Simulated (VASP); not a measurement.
# MgO (Fm-3m) in VASP: further runs, part 2 of 3

VASP 6.6.1.

## Step 3: Relaxation of cell and atoms, LDA

INCAR

```
PREC = Accurate ; ENCUT = 750
EDIFF = 1E-7 ; ISMEAR = 0
SIGMA = 0.01 ; LREAL = False
LASPH = True ; NELM = 120
ALGO = Normal ; ISIF = 3
LWAVE = False ; LCHARG = False
GGA = CA ; IBRION = 2
NSW = 80 ; EDIFFG = -0.001
GGA_COMPAT = False ; NELMIN = 4
```

KPOINTS

```
regular mesh
0
Gamma
  10 10 10
```

POSCAR

```
MgO
1.0
    0.0000000000      2.0796349157      2.0796349157
    2.0796349157      0.0000000000      2.0796349157
    2.0796349157      2.0796349157      0.0000000000
Mg O
1 1
Direct
    0.0000000000      0.0000000000      0.0000000000
    0.5000000000      0.5000000000      0.5000000000
```

Potentials or basis: VASP PAW LDA potentials, release 64 (Mg_sv, O).

On the command line:

```sh
cat potpaw_LDA.64/Mg_sv/POTCAR potpaw_LDA.64/O/POTCAR > POTCAR
mpirun -np 1 vasp_std > vasp.out
```

OUTCAR:

```text
PREC = Accurate
   ENCUT = 750
   EDIFF = 1E-7
   ISMEAR = 0
   LREAL = False
   LASPH = True
   NELM = 120
   ISIF = 3
   GGA = CA
   IBRION = 2
   NSW = 80
   EDIFFG = -0.001
   NELMIN = 4

 ion  position               nearest neighbor table
   1  0.000  0.000  0.000-   2 2.08   2 2.08   2 2.08   2 2.08   2 2.08   2 2.08
   2  0.500  0.500  0.500-   1 2.08   1 2.08   1 2.08   1 2.08   1 2.08   1 2.08

  LATTYP: Found a face centered cubic cell.
 ALAT       =     4.1592698314

  Lattice vectors:

 A1 = (   0.0000000000,   2.0796349157,   2.0796349157)
 A2 = (   2.0796349157,   0.0000000000,   2.0796349157)
 A3 = (   2.0796349157,   2.0796349157,   0.0000000000)

Analysis of symmetry for initial positions (statically):
=====================================================================
 Subroutine PRICEL returns:
 Original cell was already a primitive cell.

 Routine SETGRP: Setting up the symmetry group for a
 face centered cubic supercell.

 Subroutine GETGRP returns: Found 48 space group operations
 (whereof 48 operations were pure point group operations)
 out of a pool of 48 trial point group operations.

The static configuration has the point symmetry O_h .

Analysis of symmetry for dynamics (positions and initial velocities):
=====================================================================
 Subroutine PRICEL returns:
 Original cell was already a primitive cell.

 Routine SETGRP: Setting up the symmetry group for a
 face centered cubic supercell.

 Subroutine GETGRP returns: Found 48 space group operations
 (whereof 48 operations were pure point group operations)
 out of a pool of 48 trial point group operations.

The dynamic configuration has the point symmetry O_h .

 Subroutine INISYM returns: Found 48 space group operations
 (whereof 48 operations are pure point group operations),
 and found     1 'primitive' translations

----------------------------------------------------------------------------------------

                                     Primitive cell

  volume of cell :      17.9883

  direct lattice vectors                    reciprocal lattice vectors
     0.000000000  2.079634916  2.079634916    -0.240426815  0.240426815  0.240426815
     2.079634916  0.000000000  2.079634916     0.240426815 -0.240426815  0.240426815
     2.079634916  2.079634916  0.000000000     0.240426815  0.240426815 -0.240426815

  length of vectors
     2.941047903  2.941047903  2.941047903     0.416431460  0.416431460  0.416431460

  position of ions in fractional coordinates (direct lattice)
     0.000000000  0.000000000  0.000000000
     0.500000000  0.500000000  0.500000000

  ion indices of the primitive-cell ions
   primitive index   ion index
                 1           1
                 2           2

----------------------------------------------------------------------------------------

 KPOINTS: regular mesh

[... 108 lines left out ...]

 number of electron      15.9999996 magnetization

 Free energy of the ion-electron system (eV)
  ---------------------------------------------------
  ext. energy  EPLUGINS =         0.00000000
  ---------------------------------------------------
  free energy    TOTEN  =       -13.23528640 eV

  energy without entropy =      -13.23528640  energy(sigma->0) =      -13.23528640

------------------------ aborting loop because EDIFF is reached ----------------------------------------

  FORCE on cell =-STRESS in cart. coord.  units (eV):
  Direction    XX          YY          ZZ          XY          YZ          ZX
  --------------------------------------------------------------------------------------
  -------------------------------------------------------------------------------------
  Total        0.0056104      0.0056104      0.0056104      0.0000000     -0.0000000     -0.0000000
  in kB        0.4997006      0.4997006      0.4997006      0.0000000     -0.0000000     -0.0000000
  external PRESSURE =       0.4997006 kB  Pullay stress =       0.0000000 kB

 VOLUME and BASIS-vectors are now :
 -----------------------------------------------------------------------------
  energy-cutoff  :      750.00
  volume of cell :       17.99
      direct lattice vectors                 reciprocal lattice vectors
     0.000000000  2.079634916  2.079634916    -0.240426815  0.240426815  0.240426815
     2.079634916  0.000000000  2.079634916     0.240426815 -0.240426815  0.240426815
     2.079634916  2.079634916  0.000000000     0.240426815  0.240426815 -0.240426815

 POSITION                                       TOTAL-FORCE (eV/Angst)
 -----------------------------------------------------------------------------------
      0.00000      0.00000      0.00000         0.000000     -0.000000     -0.000000
      2.07963      2.07963      2.07963        -0.000000      0.000000      0.000000
 -----------------------------------------------------------------------------------
    total drift:                                0.000000      0.000000      0.000000

  FREE ENERGIE OF THE ION-ELECTRON SYSTEM (eV)
  ---------------------------------------------------
  free  energy   TOTEN  =       -13.2352864012 eV

  energy  without entropy=      -13.2352864012  energy(sigma->0) =      -13.23528640

--------------------------------------- Ionic step        2  -------------------------------------------

 number of electron      15.9999996 magnetization

 Free energy of the ion-electron system (eV)
  ---------------------------------------------------
  ext. energy  EPLUGINS =         0.00000000
  ---------------------------------------------------
  free energy    TOTEN  =       -13.23528921 eV

  energy without entropy =      -13.23528921  energy(sigma->0) =      -13.23528921

 E-fermi :   3.1337     XC(G=0): -12.1281

 val. band max:        2.8571578707   @ k =   0.0000   0.0000   0.0000
 cond. band min:       7.9004382895   @ k =   0.0000   0.0000   0.0000
 fundamental gap:      5.0432804189
 Fermi energy:         3.1337012887

 k-point     1 :       0.0000    0.0000    0.0000
  band No.  band energies     occupation
      1     -68.3580      2.00000
      2     -35.8174      2.00000
      3     -35.8174      2.00000
      4     -35.8174      2.00000
      5     -14.3259      2.00000
      6       2.8572      2.00000
      7       2.8572      2.00000
      8       2.8572      2.00000
      9       7.9004      0.00000
     10      18.5903      0.00000
     11      18.5903      0.00000
     12      18.5903      0.00000
[... 331 lines left out ...]
 k-point    24 :       0.4000    0.3000    0.0000
  band No.  band energies     occupation
      1     -68.3453      2.00000
      2     -35.8911      2.00000
      3     -35.8466      2.00000
      4     -35.8435      2.00000
      5     -12.9340      2.00000
      6      -0.8780      2.00000
      7       1.4795      2.00000
      8       1.7128      2.00000
      9      12.5721      0.00000
     10      13.0009      0.00000
     11      16.5964      0.00000
     12      21.2170      0.00000

 [... further k-points ...]

------------------------ aborting loop because EDIFF is reached ----------------------------------------

  FORCE on cell =-STRESS in cart. coord.  units (eV):
  Direction    XX          YY          ZZ          XY          YZ          ZX
  --------------------------------------------------------------------------------------
  -------------------------------------------------------------------------------------
  Total       -0.0004460     -0.0004460     -0.0004460     -0.0000000     -0.0000000      0.0000000
  in kB       -0.0397058     -0.0397058     -0.0397058     -0.0000000     -0.0000000      0.0000000
  external PRESSURE =      -0.0397058 kB  Pullay stress =       0.0000000 kB

 VOLUME and BASIS-vectors are now :
 -----------------------------------------------------------------------------
  energy-cutoff  :      750.00
  volume of cell :       18.00
      direct lattice vectors                 reciprocal lattice vectors
    -0.000000000  2.079916351  2.079916351    -0.240394283  0.240394283  0.240394283
     2.079916351  0.000000000  2.079916351     0.240394283 -0.240394283  0.240394283
     2.079916351  2.079916351  0.000000000     0.240394283  0.240394283 -0.240394283

 POSITION                                       TOTAL-FORCE (eV/Angst)
 -----------------------------------------------------------------------------------
      2.07992      4.15983      2.07992        -0.000000      0.000000     -0.000000
      2.07992      2.07992      2.07992         0.000000      0.000000      0.000000
 -----------------------------------------------------------------------------------
    total drift:                                0.000000      0.000000      0.000000

  FREE ENERGIE OF THE ION-ELECTRON SYSTEM (eV)
  ---------------------------------------------------
  free  energy   TOTEN  =       -13.2352892110 eV

  energy  without entropy=      -13.2352892110  energy(sigma->0) =      -13.23528921

 reached required accuracy - stopping structural energy minimisation
```

OSZICAR:

```text
N       E                     dE             d eps       ncg     rms          rms(c)
DAV:   1     0.150116560894E+03    0.15012E+03   -0.13176E+04  1128   0.205E+03
DAV:   2    -0.879440951055E+01   -0.15891E+03   -0.15049E+03  1248   0.470E+02
DAV:   3    -0.147587924734E+02   -0.59644E+01   -0.59245E+01  1468   0.932E+01
DAV:   4    -0.148597225336E+02   -0.10093E+00   -0.10089E+00  1192   0.121E+01
DAV:   5    -0.148618174293E+02   -0.20949E-02   -0.20949E-02  1360   0.142E+00    0.846E+00
DAV:   6    -0.133006880880E+02    0.15611E+01   -0.37939E+00  1184   0.188E+01    0.279E+00
DAV:   7    -0.132629385969E+02    0.37749E-01   -0.13025E-01  1304   0.393E+00    0.163E+00
DAV:   8    -0.132359138540E+02    0.27025E-01   -0.37349E-02  1296   0.238E+00    0.249E-01
DAV:   9    -0.132352580052E+02    0.65585E-03   -0.33087E-03  1296   0.556E-01    0.767E-02
DAV:  10    -0.132352923612E+02   -0.34356E-04   -0.13117E-04  1340   0.156E-01    0.293E-02
DAV:  11    -0.132352864986E+02    0.58626E-05   -0.13082E-05  1332   0.395E-02    0.445E-03
DAV:  12    -0.132352864012E+02    0.97376E-07   -0.95041E-08   904   0.540E-03
   1 F= -.13235286E+02 E0= -.13235286E+02  d E =-.132353E+02
       N       E                     dE             d eps       ncg     rms          rms(c)
DAV:   1    -0.132353143084E+02   -0.27810E-04   -0.55678E-04  1356   0.429E-01    0.444E-02
DAV:   2    -0.132352926814E+02    0.21627E-04   -0.39130E-05  1152   0.101E-01    0.189E-02
DAV:   3    -0.132352893005E+02    0.33810E-05   -0.93406E-06  1340   0.427E-02    0.322E-03
DAV:   4    -0.132352892110E+02    0.89477E-07   -0.80850E-07  1552   0.833E-03
   2 F= -.13235289E+02 E0= -.13235289E+02  d E =-.280977E-05
```

CONTCAR:

```text
MgO
   1.00000000000000
    -0.0000000000000000    2.0799163512309904    2.0799163512309904
     2.0799163512309904    0.0000000000000000    2.0799163512309904
     2.0799163512309904    2.0799163512309904    0.0000000000000000
  Mg              O
     1     1
Direct
     1.0000000000000000    0.0000000000000000    1.0000000000000000
     0.5000000000000000    0.5000000000000000    0.5000000000000000

  0.00000000E+00  0.00000000E+00  0.00000000E+00
  0.00000000E+00  0.00000000E+00  0.00000000E+00
```

It took 16 s on 1 thread of AMD EPYC 7R13 (Zen 3), shared host; peak memory 0.11 GiB.

What came out:

```yaml
Free_energy: -13.2353 eV
Relaxed_volume: 9.00 Å³/atom
Relaxed_cell: a = 2.941 Å, b = 2.941 Å, c = 2.941 Å, α = 60.00°, β = 60.00°, γ = 60.00°
Space_group_after_relaxing_to_0.1_Å: Fm-3m (No. 225)
Energy_gained_by_relaxing: 0.0 meV/atom
Ionic_steps: 2
Pressure_after_relaxing: 0.0 GPa
Band_gap_on_the_k_mesh: 5.04 eV
```

Final structure:
```cif
data_structure
_symmetry_space_group_name_H-M 'P 1'
_symmetry_Int_Tables_number 1
_cell_length_a 2.9414
_cell_length_b 2.9414
_cell_length_c 2.9414
_cell_angle_alpha 60.000
_cell_angle_beta 60.000
_cell_angle_gamma 60.000
_cell_volume 18.00
loop_
_atom_site_label
_atom_site_type_symbol
_atom_site_fract_x
_atom_site_fract_y
_atom_site_fract_z
_atom_site_occupancy
Mg1 Mg 0.00000 0.00000 0.00000 1
O1 O 0.50000 0.50000 0.50000 1
```

## Step 4: Relaxation of cell and atoms, LDA

INCAR

```
SYSTEM = MgO
  PREC = Accurate
  ENCUT = 750
  EDIFF = 1E-7
  ISMEAR = 0
  SIGMA = 0.02
  LREAL = .False.
  LASPH = .True.
  NELM = 120
  ALGO = Normal
  ISIF = 3
  LWAVE = .False.
  LCHARG = .False.
  GGA = CA
  IBRION = 2
  NSW = 100
  EDIFFG = -0.005
  GGA_COMPAT = .False.
  NELMIN = 4
```

KPOINTS

```
regular mesh
0
Gamma
  10 10 10
  0 0 0
```

POSCAR is that of step 3.

On the command line:

```sh
cat potpaw_LDA.64/Mg_sv/POTCAR potpaw_LDA.64/O/POTCAR > POTCAR
mpirun -np 1 vasp_std > vasp.out
```

Wall time 11 s (1 thread of AMD EPYC 9R45 (Zen 5), shared host); peak memory 0.11 GiB.

Results (log left out):

```yaml
Free_energy: -13.2353 eV
Pressure_after_relaxing: 0.0 GPa
Band_gap_on_the_k_mesh: 5.05 eV
```

Final structure:
```yaml
crystal:
  lattice:
    - [0.00000, 2.07963, 2.07963]
    - [2.07963, 0.00000, 2.07963]
    - [2.07963, 2.07963, 0.00000]
  atoms:
    - { symbol: Mg, position: [0.00000, 0.00000, 0.00000] }
    - { symbol: O, position: [0.50000, 0.50000, 0.50000] }
```

Levels at points of the mesh, in eV from the valence-band top:
| k point | band 4 | band 5 | band 6 | band 7 | band 8 | band 9 | band 10 | band 11 | band 12 |
| --- | --- | --- | --- | --- | --- | --- | --- | --- | --- |
| (0.00, 0.00, 0.00) | -38.67 | -17.19 | 0.00 | 0.00 | 0.00 | 5.05 | 15.73 | 15.73 | 15.73 |
| (0.50, 0.00, 0.00) | -38.68 | -15.70 | -4.86 | -0.71 | -0.71 | 7.98 | 12.84 | 16.40 | 16.40 |
| (0.50, 0.50, 0.00) | -38.71 | -15.46 | -4.28 | -1.42 | -1.42 | 8.93 | 10.15 | 13.30 | 19.22 |

Caveat: the relaxation stopped at its first step, so nothing moved.

## Step 5: Relaxation of cell and atoms, LDA

This run uses another cell than the first one, of 9.73 Å³/atom.

INCAR

```
  PREC = Accurate
  ENCUT = 750
  EDIFF = 1E-7
  ISMEAR = 0
  SIGMA = 0.1
  LREAL = F
  LASPH = T
  NELM = 120
  ALGO = Normal
  ISIF = 3
  LWAVE = F
  LCHARG = F
  GGA = CA
  IBRION = 2
  NSW = 100
  EDIFFG = -0.05
  GGA_COMPAT = F
  NELMIN = 4
```

KPOINTS

```
Automatic mesh
0
Gamma
  8 8 8
```

POSCAR

```
MgO
1.0
    0.0000000000      2.1351500000      2.1351500000
    2.1351500000      0.0000000000      2.1351500000
    2.1351500000      2.1351500000      0.0000000000
Mg O
1 1
Direct
    0.0000000000      0.0000000000      0.0000000000
    0.5000000000      0.5000000000      0.5000000000
```

On the command line:

```sh
cat potpaw_LDA.64/Mg_sv/POTCAR potpaw_LDA.64/O/POTCAR > POTCAR
mpirun -np 1 vasp_std > vasp.out
```

Wall time 25 s (1 thread of Intel Xeon Platinum 8488C (Sapphire Rapids), shared host); peak memory 0.14 GiB.

It converged, with:

| Property | Result |
| --- | --- |
| Free energy | -13.2438 eV |
| Relaxed volume | 9.01 Å³/atom |
| Relaxed cell | a = 2.943 Å, b = 2.943 Å, c = 2.943 Å, α = 60.00°, β = 60.00°, γ = 60.00° |
| Space group after relaxing (to 0.1 Å) | Fm-3m (No. 225) |
| Energy gained by relaxing | 28.1 meV/atom |
| Ionic steps | 3 |
| Pressure after relaxing | 0.0 GPa |
| Band gap on the k mesh | 5.03 eV |

Step by step:
| step | energy change (eV) | largest force (eV/Å) | pressure (GPa) | volume (Å³) |
| --- | --- | --- | --- | --- |
| 1 | 0.0000 | 0.0000 | -11.68 | 19.47 |
| 2 | -0.0485 | 0.0000 | 5.13 | 17.54 |
| 3 | -0.0562 | 0.0000 | 0.04 | 18.02 |

Final structure:
```xyz
2
Lattice="0.0000 2.0809 2.0809 2.0809 0.0000 2.0809 2.0809 2.0809 0.0000" Properties=species:S:1:pos:R:3 pbc="T T T"
Mg    0.0000    0.0000    0.0000
O     2.0809    2.0809    2.0809
```

Levels at points of the mesh, in eV from the valence-band top:
| k point | band 6 | band 7 | band 8 | band 9 | band 10 | band 11 |
| --- | --- | --- | --- | --- | --- | --- |
| (0.00, 0.00, 0.00) | 0.00 | 0.00 | 0.00 | 5.03 | 15.73 | 15.73 |
| (0.50, 0.00, 0.00) | -4.85 | -0.71 | -0.71 | 7.97 | 12.82 | 16.38 |
| (0.50, 0.50, 0.00) | -4.27 | -1.41 | -1.41 | 8.93 | 10.13 | 13.28 |

(Part 2 of 3 ends here.)
